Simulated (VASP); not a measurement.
Zr3Au, 8 atoms in the cell. Symmetry: Pm-3n, No. 223, cubic system. The conventional cell has a = 5.486 Å, b = 5.486 Å, c = 5.486 Å, α = 90.00°, β = 90.00°, γ = 90.00°. Zr (site symmetry -4m2) has 10 Zr at 2.74 to 3.36 Å and 4 Au at 3.07 Å within 3.6 Å. Within 4.0 Å of Au (site symmetry m-3) lie 12 Zr at 3.07 Å. 

* Program: VASP 6.6.1
* Task: relaxation of volume and atoms at fixed shape
* Functional: PBEsol
* Potentials or basis: VASP PAW PBE potentials, release 64 (Zr_sv, Au)
* Cutoff: 600 eV
* k mesh: 3 × 3 × 3
* Occupations: gaussian, width 0.05 eV
* Spin: no spin polarisation
* Dipole correction: no
* Further INCAR settings: ALGO = Normal; EDIFF = 1e-06; IBRION = 2; EDIFFG = -0.01; NSW = 80; ISIF = 8

Potentials or basis: VASP PAW PBE potentials, release 64 (Zr_sv, Au).

The run is started by

```sh
$ cat potpaw_PBE.64/Zr_sv/POTCAR potpaw_PBE.64/Au/POTCAR > POTCAR
$ mpirun -np 1 vasp_std > vasp.out
```

Hardware: 1 thread of Intel(R) Xeon(R) Platinum 8259CL CPU @ 2.50GHz (Skylake/Cascade Lake), on a shared host.

Question: How long does it take, and how much memory?

Answer: It took 2.4 min on 1 thread of Intel(R) Xeon(R) Platinum 8259CL CPU @ 2.50GHz (Skylake/Cascade Lake) (shared host), peak memory 0.34 GiB. Counts: scf iterations 37, k points 4, ion steps 3.
